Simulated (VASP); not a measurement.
# Ta (Im-3m) in VASP: further runs, part 2 of 2

VASP 6.6.1.

### Step 4. Single point, PBEsol

This run uses another cell than the first one, of 18.01 Å³/atom, 1.063 times its volume.

Contents of INCAR:

```
SYSTEM = Ta
PREC = Accurate ; ENCUT = 520
EDIFF = 1E-6 ; ISMEAR = -1
SIGMA = 0.08 ; LREAL = .False.
LASPH = .True. ; NELM = 80
ALGO = Normal ; ISIF = 2
LWAVE = .False. ; LCHARG = .False.
GGA = PS ; NBANDS = 12
```

Contents of KPOINTS:

```
Automatic mesh
0
Gamma
  17 17 17
  0 0 0
```

Contents of POSCAR:

```
Ta
1.0
   -1.6512800000      1.6512800000      1.6512800000
    1.6512800000     -1.6512800000      1.6512800000
    1.6512800000      1.6512800000     -1.6512800000
Ta
1
Direct
    0.0000000000      0.0000000000      0.0000000000
```

Run with:

```bash
> cat potpaw_PBE.64/Ta_pv/POTCAR > POTCAR
> mpirun -np 1 vasp_std > vasp.out
```

Run time: 14 s. Hardware: 1 thread of Intel Xeon Platinum 8488C (Sapphire Rapids), shared host; peak memory 0.16 GiB.

The run converged. Its results:

```
Free energy : -12.5620 eV
Pressure    : -3.6 GPa
```

Levels at points of the mesh, in eV from the Fermi level:
```
           k point  band 4  band 5  band 6  band 7  band 8  band 9
(0.00, 0.00, 0.00)   -7.93    0.72    0.72    0.72    3.99    3.99
```

Caveat: the PAW data sets were made with another functional, which shifts forces and pressure a little; spin-orbit coupling is left out, which moves the levels of the heavy elements.

### Step 5. Single point, PBEsol (volume scaled by 1.03)

Contents of INCAR:

```
SYSTEM = Ta
PREC = Accurate
ENCUT = 520
EDIFF = 1E-7
ISMEAR = -1
SIGMA = 0.08
LREAL = .False.
LASPH = .True.
NELM = 100
ALGO = Normal
ISIF = 2
LWAVE = .False.
LCHARG = .False.
GGA = PS
NBANDS = 12
```

Contents of KPOINTS:

```
regular mesh
0
Gamma
  17 17 17
  0 0 0
```

Contents of POSCAR:

```
Ta
1.0
   -1.6676303703      1.6676303703      1.6676303703
    1.6676303703     -1.6676303703      1.6676303703
    1.6676303703      1.6676303703     -1.6676303703
Ta
1
Direct
    0.0000000000      0.0000000000      0.0000000000
```

Potentials or basis: VASP PAW PBE potentials, release 64 (Ta_pv).

Run with:

```bash
> cat potpaw_PBE.64/Ta_pv/POTCAR > POTCAR
> mpirun -np 1 vasp_std > vasp.out
```

OUTCAR:

```text
SYSTEM = Ta
   PREC = Accurate
   ENCUT = 520
   EDIFF = 1E-7
   ISMEAR = -1
   LREAL = .False.
   LASPH = .True.
   NELM = 100
   ISIF = 2
   GGA = PS

 ion  position               nearest neighbor table
   1  0.000  0.000  0.000-

  LATTYP: Found a body centered cubic cell.
 ALAT       =     3.3352607406

  Lattice vectors:

 A1 = (  -1.6676303703,   1.6676303703,   1.6676303703)
 A2 = (   1.6676303703,  -1.6676303703,   1.6676303703)
 A3 = (   1.6676303703,   1.6676303703,  -1.6676303703)

Analysis of symmetry for initial positions (statically):
[... 529 lines left out ...]
      5       4.2759      1.99993
      6       4.5295      1.99824
      7       8.0460      0.00000
      8       9.6138      0.00000
      9       9.7665      0.00000
     10      19.3510      0.00000
     11      19.6987      0.00000
     12      21.5228      0.00000

 [... further k-points ...]
[... 5 lines left out ...]
  --------------------------------------------------------------------------------------
  -------------------------------------------------------------------------------------
  Total       -1.0537937     -1.0537937     -1.0537937      0.0000000     -0.0000000      0.0000000
  in kB      -91.0137048    -91.0137048    -91.0137048      0.0000000     -0.0000000      0.0000000
  external PRESSURE =     -91.0137048 kB  Pullay stress =       0.0000000 kB

 VOLUME and BASIS-vectors are now :
 -----------------------------------------------------------------------------
  energy-cutoff  :      520.00
  volume of cell :       18.55
      direct lattice vectors                 reciprocal lattice vectors
    -1.667630370  1.667630370  1.667630370     0.000000000  0.299826634  0.299826634
     1.667630370 -1.667630370  1.667630370     0.299826634  0.000000000  0.299826634
     1.667630370  1.667630370 -1.667630370     0.299826634  0.299826634  0.000000000

 POSITION                                       TOTAL-FORCE (eV/Angst)
 -----------------------------------------------------------------------------------
      0.00000      0.00000      0.00000         0.000000      0.000000      0.000000
 -----------------------------------------------------------------------------------
    total drift:                                0.000000      0.000000     -0.000000

  FREE ENERGIE OF THE ION-ELECTRON SYSTEM (eV)
  ---------------------------------------------------
  free  energy   TOTEN  =       -12.5404659431 eV

  energy  without entropy=      -12.5119725789  energy(sigma->0) =      -12.52621926
```

OSZICAR:

```text
N       E                     dE             d eps       ncg     rms          rms(c)
DAV:   1     0.603006249028E+02    0.60301E+02   -0.61085E+03  3984   0.870E+02
DAV:   2    -0.120007042717E+02   -0.72301E+02   -0.70425E+02  4484   0.244E+02
DAV:   3    -0.130758259589E+02   -0.10751E+01   -0.10663E+01  4740   0.280E+01
DAV:   4    -0.130786592383E+02   -0.28333E-02   -0.28331E-02  4392   0.161E+00
DAV:   5    -0.130786698111E+02   -0.10573E-04   -0.10573E-04  4776   0.919E-02    0.131E+01
DAV:   6    -0.126620989315E+02    0.41657E+00   -0.33257E-01  4688   0.608E+00    0.620E+00
DAV:   7    -0.125418629423E+02    0.12024E+00   -0.27949E-01  4568   0.510E+00    0.365E-01
DAV:   8    -0.125405004901E+02    0.13625E-02   -0.92918E-03  4368   0.759E-01    0.116E-01
DAV:   9    -0.125404696864E+02    0.30804E-04   -0.12384E-04  4608   0.113E-01    0.234E-02
DAV:  10    -0.125404659350E+02    0.37514E-05   -0.34242E-06  4392   0.197E-02    0.269E-03
DAV:  11    -0.125404659431E+02   -0.81154E-08   -0.16676E-07  4052   0.452E-03
   1 F= -.12540466E+02 E0= -.12526219E+02  d E =-.284934E-01
```

Wall time 16 s (1 thread of Intel Xeon Platinum 8488C (Sapphire Rapids), shared host); peak memory 0.16 GiB.

What came out:

```yaml
Free_energy: -12.5405 eV
Pressure: -9.1 GPa
```

Levels at points of the mesh, in eV from the Fermi level:
| k point | band 2 | band 3 | band 4 | band 5 | band 6 | band 7 | band 8 | band 9 | band 10 | band 11 |
| --- | --- | --- | --- | --- | --- | --- | --- | --- | --- | --- |
| (0.00, 0.00, 0.00) | -33.15 | -33.15 | -7.82 | 0.71 | 0.71 | 0.71 | 3.88 | 3.88 | 14.55 | 14.90 |

Caveat: the cell differs from its parent crystal (volume scaled by 1.03); the PAW data sets were made with another functional, which shifts forces and pressure a little; spin-orbit coupling is left out, which moves the levels of the heavy elements.

### Step 6. Summary

```csv
cell,gap on the mesh (eV),pressure (GPa)
"a = 2.802 Å, angles 109.5°, 1 atom",none,10.0
"a = 2.831 Å, angles 109.5°, 1 atom",none,2.7
"a = 2.860 Å, angles 109.5°, 1 atom",none,-3.6
"a = 2.888 Å, angles 109.5°, 1 atom",none,-9.1
```

Alike in all rows: task single point; level PBEsol; potentials or basis VASP PAW PBE potentials, release 64 (Ta_pv); no spin polarisation; k mesh 17 × 17 × 17; cutoff (eV) 520; smearing fermi-dirac 0.08 eV.

Caveats: the PAW data sets were made with another functional, which shifts forces and pressure a little; spin-orbit coupling is left out, which moves the levels of the heavy elements.

Total energies depend on the potentials used, so only differences within one code and one set of settings carry meaning.
